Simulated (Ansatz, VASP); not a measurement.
## Sb: VASP beside Ansatz

POSCAR

```
Sb
1.0
   -4.0029627780      4.0029627780      2.0118924237
    4.0029627780     -4.0029627780      2.0118924237
    4.0029627780      4.0029627780     -2.0118924237
Sb
4
Direct
    0.6512630600      0.1512630600      0.8025261200
    0.1512630600      0.3487369400      0.5000000000
    0.3487369400      0.8487369400      0.1974738800
    0.8487369400      0.6512630600      0.5000000000
```

File INCAR.step1:

```
ALGO = Normal
EDIFF = 1E-4
ENCUT = 520
GGA = PE
ISMEAR = -1
LASPH = T
LCHARG = F
LREAL = F
LWAVE = T
NBANDS = 18
NELM = 100
PREC = Accurate
SIGMA = 0.05
```

Contents of INCAR.step2:

```
ALGO = Normal
EDIFF = 1E-6
ENCUT = 520
ISIF = 2
ISMEAR = -1
ISTART = 1
LASPH = T
LCHARG = F
LMIXTAU = T
LREAL = F
LWAVE = F
METAGGA = R2SCAN
NBANDS = 18
NELM = 100
PREC = Accurate
SIGMA = 0.05
```

KPOINTS

```
k-points
0
Gamma
  7 7 7
```

input.yaml

```yaml
crystal:
  lattice:
    - [-4.002962778, 4.002962778, 2.0118924237]
    - [4.002962778, -4.002962778, 2.0118924237]
    - [4.002962778, 4.002962778, -2.0118924237]
  atoms:
    - { symbol: Sb, position: [0.65126306, 0.15126306, 0.80252612] }
    - { symbol: Sb, position: [0.15126306, 0.34873694, 0.5] }
    - { symbol: Sb, position: [0.34873694, 0.84873694, 0.19747388] }
    - { symbol: Sb, position: [0.84873694, 0.65126306, 0.5] }
hamiltonian:
  xc: r2scan
  pseudopotentials: { kind: paw }
kpoints:
  mp_grid: { grid: [7, 7, 7] }
scf:
  occupations: { method: fermi_dirac, width: 0.05 }
output:
  forces: true
  stress: true
  eigenvalues: true
  write_density: true
  write_potential: true
  elf: true
  volumetric_format: npy
```

Alike in both runs: task single point; functional r2SCAN; k mesh 7 × 7 × 7; occupations fermi-dirac, width 0.05 eV; no spin polarisation.

|  | VASP | Ansatz |
| --- | --- | --- |
| version | VASP 6.6.1 | Ansatz 0.2.0 |
| potentials or method | VASP PAW PBE potentials, release 64 (Sb) | Ansatz PAW |
| plane-wave cutoff (eV) | 520 | 500 |
| valence electrons in the cell | 20 | 60 |

```tsv
	VASP	Ansatz	Ansatz less VASP
gap on the k mesh at the Fermi level (eV)	none	none	-
pressure (GPa)	1.8	1.8	-0.01
traceless stress, the component that is largest in VASP (GPa)	0.47	0.45	-0.022
rms of the force components (eV/Å)	0.052	0.058	+0.0065
```

VASP's potentials were made for PBE, not for r2SCAN. Atom by atom the forces differ by 0.007 eV/Å (rms over components). A gap of «none» marks a metal or a gap that the smearing closes. The functional is the same, so the differences come from potentials, cutoffs and numerics. VASP's potentials hold 20 valence electrons a cell and Ansatz's 60, so a difference there can come from the potentials and not from the codes.

Spin-orbit coupling is off throughout.
